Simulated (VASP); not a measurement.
# Zr (P6_3/mmc) in VASP: further runs

The runs below take Zr through electric field gradients, with PBE.

Program: VASP 6.6.1. These are calculated values, not measurements. Logs are shortened: lines on timing, memory, paths and dates and some standing lists are left out, and cuts for length are marked.

## Step 1: The cell of the first run

It takes space group P6_3/mmc (No. 194, hexagonal). Conventional cell: a = 3.177 Å, b = 3.177 Å, c = 5.060 Å, α = 90.00°, β = 90.00°, γ = 120.00°. Zr (site symmetry -6m2) has 12 Zr at 3.12 to 3.18 Å within 4.1 Å.

## Step 2: Electric field gradients, PBE (volume scaled by 0.95)

Contents of INCAR:

```
  ALGO = Normal
  EDIFF = 1E-8
  ENCUT = 520
  GGA = PE
  ISIF = 2
  ISMEAR = -1
  LASPH = T
  LCHARG = F
  LEFG = T
  LREAL = F
  LWAVE = F
  NBANDS = 19
  NELM = 80
  PREC = Accurate
  SIGMA = 0.08
```

Contents of KPOINTS:

```
k-points
0
Gamma
  13 13 7
```

Contents of POSCAR:

```
Zr
1.0
    3.1772080069      0.0000000000      0.0000000000
   -1.5886040034      2.7515428470      0.0000000000
    0.0000000000      0.0000000000      5.0597458556
Zr
2
Direct
    0.3333333333      0.6666666667      0.2500000000
    0.6666666667      0.3333333333      0.7500000000
```

Potentials or basis: VASP PAW PBE potentials, release 64 (Zr_sv).

Launch:

```sh
$ cat potpaw_PBE.64/Zr_sv/POTCAR > POTCAR
$ mpirun -np 1 vasp_std > vasp.out
```

OUTCAR:

```text
EDIFF = 1E-8
   ENCUT = 520
   GGA = PE
   ISIF = 2
   ISMEAR = -1
   LASPH = T
   LREAL = F
   NELM = 80
   PREC = Accurate

 ion  position               nearest neighbor table
   1  0.333  0.667  0.250-   2 3.12   2 3.12   2 3.12   2 3.12   2 3.12   2 3.12
   2  0.667  0.333  0.750-   1 3.12   1 3.12   1 3.12   1 3.12   1 3.12   1 3.12

  LATTYP: Found a hexagonal cell.
 ALAT       =     3.1772080069
 C/A-ratio  =     1.5925132521

  Lattice vectors:

 A1 = (   3.1772080069,   0.0000000000,   0.0000000000)
 A2 = (  -1.5886040034,   2.7515428470,   0.0000000000)
 A3 = (   0.0000000000,   0.0000000000,   5.0597458556)

Analysis of symmetry for initial positions (statically):
=====================================================================
 Subroutine PRICEL returns:
 Original cell was already a primitive cell.

 Routine SETGRP: Setting up the symmetry group for a
 hexagonal supercell.

 Subroutine GETGRP returns: Found 24 space group operations
 (whereof 12 operations were pure point group operations)
 out of a pool of 24 trial point group operations.

The static configuration has the point symmetry D_3d.
 The point group associated with its full space group is D_6h.

Analysis of symmetry for dynamics (positions and initial velocities):
=====================================================================
 Subroutine PRICEL returns:
 Original cell was already a primitive cell.

 Routine SETGRP: Setting up the symmetry group for a
 hexagonal supercell.

 Subroutine GETGRP returns: Found 24 space group operations
 (whereof 12 operations were pure point group operations)
 out of a pool of 24 trial point group operations.

The dynamic configuration has the point symmetry D_3d.
 The point group associated with its full space group is D_6h.

 Subroutine INISYM returns: Found 24 space group operations
 (whereof 12 operations are pure point group operations),
 and found     1 'primitive' translations

----------------------------------------------------------------------------------------

                                     Primitive cell

  volume of cell :      44.2334

  direct lattice vectors                    reciprocal lattice vectors
     3.177208007  0.000000000  0.000000000     0.314741747  0.181716233  0.000000000
    -1.588604003  2.751542847  0.000000000     0.000000000  0.363432465  0.000000000
     0.000000000  0.000000000  5.059745856     0.000000000  0.000000000  0.197638385

  length of vectors
     3.177208007  3.177208007  5.059745856     0.363432465  0.363432465  0.197638385

  position of ions in fractional coordinates (direct lattice)
     0.333333333  0.666666667  0.250000000
     0.666666667  0.333333333  0.750000000

  ion indices of the primitive-cell ions
   primitive index   ion index
                 1           1
                 2           2

----------------------------------------------------------------------------------------

 KPOINTS: k-points

Automatic generation of k-mesh.
 Grid dimensions read from file:
 generate k-points for:   13   13    7

 Generating k-lattice:

  Cartesian coordinates                     Fractional coordinates (reciprocal lattice)
     0.024210904  0.013978172  0.000000000     0.076923077  0.000000000  0.000000000
     0.000000000  0.027956343  0.000000000     0.000000000  0.076923077  0.000000000
     0.000000000  0.000000000  0.028234055     0.000000000  0.000000000  0.142857143

  Length of vectors
     0.027956343  0.027956343  0.028234055

  Shift w.r.t. Gamma in fractional coordinates (k-lattice)
     0.000000000  0.000000000  0.000000000

 Subroutine IBZKPT returns following result:
 ===========================================

 Found     84 irreducible k-points:

 Following reciprocal coordinates:
            Coordinates               Weight
  0.000000  0.000000  0.000000      1.000000
  0.076923 -0.000000  0.000000      6.000000
  0.153846  0.000000  0.000000      6.000000
  0.230769  0.000000  0.000000      6.000000
  0.307692  0.000000  0.000000      6.000000
  0.384615 -0.000000  0.000000      6.000000
[... 16 lines left out ...]
  0.076923 -0.000000  0.142857     12.000000
  0.153846  0.000000  0.142857     12.000000
 [... further k-points ...]
   k-points           NKPTS =     84   k-points in BZ     NKDIM =     84   number of bands    NBANDS=     19
   number of dos      NEDOS =    301   number of ions     NIONS =      2
   total plane-waves  NPLWV =  23040
   dimension x,y,z NGX =    24 NGY =   24 NGZ =   40
   dimension x,y,z NGXF=    48 NGYF=   48 NGZF=   80
   ions per type =               2
   NGX,Y,Z   is equivalent  to a cutoff of  12.56, 12.56, 13.14 a.u.
   NGXF,Y,Z  is equivalent  to a cutoff of  25.12, 25.12, 26.29 a.u.
 SYSTEM =  unknown system
   PREC   = accura    normal or accurate (medium, high low for compatibility)
   ISTART =      0    job   : 0-new  1-cont  2-samecut
   ICHARG =      2    charge: 1-file 2-atom 10-const
   ISPIN  =      1    spin polarized calculation?
   LNONCOLLINEAR =      F non collinear calculations
   LSORBIT =      F    spin-orbit coupling
   LASPH  =      T    aspherical Exc in radial PAW
   ENCUT  =  520.0 eV  38.22 Ry    6.18 a.u.   5.91  5.91  9.41*2*pi/ulx,y,z
   NELM   =     80;   NELMIN=  2; NELMDL= -5     # of ELM steps
   EDIFF  = 0.1E-07   stopping-criterion for ELM
   LREAL  =      F    real-space projection
   EDIFFG = 0.1E-06   stopping-criterion for IOM
   NSW    =      0    number of steps for IOM
   IBRION =     -1    ionic relax: 0-MD 1-quasi-New 2-CG
   NFREE  =      0    steps in history (QN), initial steepest desc. (CG)
   ISIF   =      2    stress and relaxation
   ISYM   =      2    0-nonsym 1-usesym 2-fastsym
   POTIM  = 0.5000    time-step for ionic-motion
   TEBEG  =    0.0;   TEEND  =   0.0 temperature during run
   PSTRESS=    0.0 pullay stress
   NELECT =      24.0000    total number of electrons
   NUPDOWN=      -1.0000    fix difference up-down
   EMIN   =  10.00;   EMAX   =-10.00  energy-range for DOS
   EFERMI =   0.00;   METHOD = LEGACY
   ISMEAR =    -1;   SIGMA  =   0.08  broadening in eV -4-tet -1-fermi 0-gaus
   EFERMI_NEDOS =   21; number of points for ismear=-14 and -15
   IALGO  =     38    algorithm
   IMIX   =      4    mixing-type and parameters
     AMIX     =   0.40;   BMIX     =  1.00
     AMIX_MAG =   1.60;   BMIX_MAG =  1.00
  volume/ion in A,a.u.               =      22.12       149.25
  Fermi-wavevector in a.u.,A,eV,Ry     =   1.335247  2.523251 24.257627  1.782885
  Thomas-Fermi vector in A             =   2.463966
   LORBIT       =      0    0 simple, 1 ext, 2 COOP (PROOUT), +10 PAW based schemes
   GGA     = PE    functional components
[... 5 lines left out ...]
 non-spin polarized calculation
  energy-cutoff  :      520.00
  volume of cell :       44.23
 maximum number of plane-waves:      1206
 NGX is ok and might be reduce to    24
   NGX = 11   NGY = 11   NGZ = 19

 number of electron      24.0000000 magnetization

 Free energy of the ion-electron system (eV)
  ---------------------------------------------------
  ext. energy  EPLUGINS =         0.00000000
  ---------------------------------------------------
  free energy    TOTEN  =       -17.01578132 eV

  energy without entropy =      -16.97202228  energy(sigma->0) =      -16.99390180

 E-fermi :   9.5707     XC(G=0): -11.3169

 val. band max:        9.5440930763   @ k =   0.3846   0.2308   0.2857
 cond. band min:       9.5841813792   @ k =   0.0769   0.0769   0.0000
 fundamental gap:      0.0400883029
 Fermi energy:         9.5706854690

 k-point     1 :       0.0000    0.0000    0.0000
  band No.  band energies     occupation
      1     -39.1629      2.00000
      2     -38.9718      2.00000
      3     -17.7812      2.00000
      4     -16.7649      2.00000
      5     -16.7649      2.00000
      6     -16.6002      2.00000
[... 11 lines left out ...]
     18      11.8105      0.00000
     19      14.2572      0.00000

 k-point     2 :       0.0769   -0.0000    0.0000
  band No.  band energies     occupation
      1     -39.1546      2.00000
      2     -38.9684      2.00000
      3     -17.7600      2.00000
      4     -16.8125      2.00000
      5     -16.7806      2.00000
      6     -16.6495      2.00000
[... 11 lines left out ...]
     18      11.6542      0.00000
     19      14.3764      0.00000

 k-point     3 :       0.1538    0.0000    0.0000
  band No.  band energies     occupation
      1     -39.1311      2.00000
      2     -38.9591      2.00000
      3     -17.6987      2.00000
      4     -16.9442      2.00000
      5     -16.8223      2.00000
      6     -16.7828      2.00000
[... 11 lines left out ...]
     18      11.7931      0.00000
     19      14.6323      0.00000

 k-point     4 :       0.2308    0.0000    0.0000
  band No.  band energies     occupation
      1     -39.0967      2.00000
      2     -38.9472      2.00000
      3     -17.6045      2.00000
      4     -17.1292      2.00000
      5     -16.9628      2.00000
      6     -16.8785      2.00000
[... 11 lines left out ...]
     18      12.4997      0.00000
     19      14.8810      0.00000

 k-point     5 :       0.3077    0.0000    0.0000
  band No.  band energies     occupation
      1     -39.0576      2.00000
      2     -38.9369      2.00000
      3     -17.4894      2.00000
      4     -17.3241      2.00000
      5     -17.1449      2.00000
      6     -16.9357      2.00000
[... 11 lines left out ...]
     18      13.3862      0.00000
     19      15.0596      0.00000
[... 334 lines left out ...]
      2     -38.9422      2.00000
      3     -17.4361      2.00000
      4     -17.2766      2.00000
      5     -17.2147      2.00000
      6     -17.1256      2.00000
[... 11 lines left out ...]
     18      14.5873      0.00000
     19      16.4086      0.00000

 k-point    22 :       0.0000    0.0000    0.1429
  band No.  band energies     occupation
      1     -39.1536      2.00000
      2     -38.9815      2.00000
      3     -17.7266      2.00000
      4     -16.7569      2.00000
      5     -16.7569      2.00000
      6     -16.6599      2.00000
[... 11 lines left out ...]
     18      12.0850      0.00000
     19      14.3147      0.00000

 k-point    23 :       0.0769   -0.0000    0.1429
  band No.  band energies     occupation
      1     -39.1455      2.00000
      2     -38.9778      2.00000
      3     -17.7080      2.00000
      4     -16.8032      2.00000
      5     -16.7720      2.00000
      6     -16.7014      2.00000
[... 11 lines left out ...]
     18      11.9893      0.00000
     19      14.4112      0.00000

 k-point    24 :       0.1538    0.0000    0.1429
  band No.  band energies     occupation
      1     -39.1227      2.00000
      2     -38.9678      2.00000
      3     -17.6555      2.00000
      4     -16.9309      2.00000
      5     -16.8277      2.00000
      6     -16.8127      2.00000
[... 11 lines left out ...]
     18      11.9788      0.00000
     19      14.6134      0.00000

 [... further k-points ...]
[... 5 lines left out ...]
  --------------------------------------------------------------------------------------
  -------------------------------------------------------------------------------------
  Total        1.4998711      1.4998711      1.8177007      0.0000000      0.0000000      0.0000000
  in kB       54.3267697     54.3267697     65.8388645      0.0000000      0.0000000      0.0000000
  external PRESSURE =      58.1641346 kB  Pullay stress =       0.0000000 kB

 VOLUME and BASIS-vectors are now :
 -----------------------------------------------------------------------------
  energy-cutoff  :      520.00
  volume of cell :       44.23
      direct lattice vectors                 reciprocal lattice vectors
     3.177208007  0.000000000  0.000000000     0.314741747  0.181716233  0.000000000
    -1.588604003  2.751542847  0.000000000     0.000000000  0.363432465  0.000000000
     0.000000000  0.000000000  5.059745856     0.000000000  0.000000000  0.197638385

 POSITION                                       TOTAL-FORCE (eV/Angst)
 -----------------------------------------------------------------------------------
     -0.00000      1.83436      1.26494         0.000000     -0.000000      0.000000
      1.58860      0.91718      3.79481        -0.000000      0.000000      0.000000
 -----------------------------------------------------------------------------------
    total drift:                               -0.000000      0.000000     -0.000000

  FREE ENERGIE OF THE ION-ELECTRON SYSTEM (eV)
  ---------------------------------------------------
  free  energy   TOTEN  =       -17.0157813211 eV

  energy  without entropy=      -16.9720222774  energy(sigma->0) =      -16.99390180

 Electric field gradients (V/A^2)
---------------------------------------------------------------------
 ion       V_xx      V_yy      V_zz      V_xy      V_xz      V_yz
---------------------------------------------------------------------
   1     -23.338   -23.338    46.675    -0.000     0.000    -0.000
   2     -23.338   -23.338    46.675    -0.000    -0.000     0.000
---------------------------------------------------------------------

 Electric field gradients after diagonalization (V/A^2)
 (convention: |V_zz| > |V_xx| > |V_yy|)
----------------------------------------------------------------------
 ion       V_xx      V_yy      V_zz     asymmetry (V_yy - V_xx)/ V_zz
----------------------------------------------------------------------
   1     -23.338   -23.338    46.675       0.000
   2     -23.338   -23.338    46.675       0.000
----------------------------------------------------------------------

           NMR quadrupolar parameters

 Cq : quadrupolar parameter    Cq=e*Q*V_zz/h
 eta: asymmetry parameters     (V_yy - V_xx)/ V_zz
 Q  : nuclear electric quadrupole moment in mb (millibarn)
----------------------------------------------------------------------
 ion       Cq(MHz)       eta       Q (mb)
----------------------------------------------------------------------
   1       0.113       0.000       1.000
   2       0.113       0.000       1.000
----------------------------------------------------------------------
```

Run time: 34 s. Hardware: 1 thread of Intel Xeon Platinum 8488C (Sapphire Rapids), shared host; peak memory 0.19 GiB.

What came out:

```
Free energy            : -17.0158 eV
Pressure               : 5.8 GPa
Band gap on the k mesh : zero (band 12 reaches 10.57 eV, above the bottom of band 13 at 9.38 eV)
```

Stress tensor (GPa, compression positive):
```
5.43 0.00 0.00
0.00 5.43 0.00
0.00 0.00 6.58
```

Levels at points of the mesh, in eV from the Fermi level:
```
           k point  band 8  band 9  band 10  band 11  band 12  band 13  band 14  band 15  band 16  band 17
(0.00, 0.00, 0.00)  -26.17   -5.74    -3.17     0.87     0.87     1.04     1.39     1.62     1.62     2.24
```

Electric field gradients, principal values (V/Å²):
```csv
atom,least,middle,greatest (by size)
1 Zr,-23.338,-23.338,46.675
2 Zr,-23.338,-23.338,46.675
```

Caveat: without QUAD_EFG the Cq values of the log hold for a quadrupole moment of 1 mb, not for the nuclei.

(Continued in part 2 of 2.)
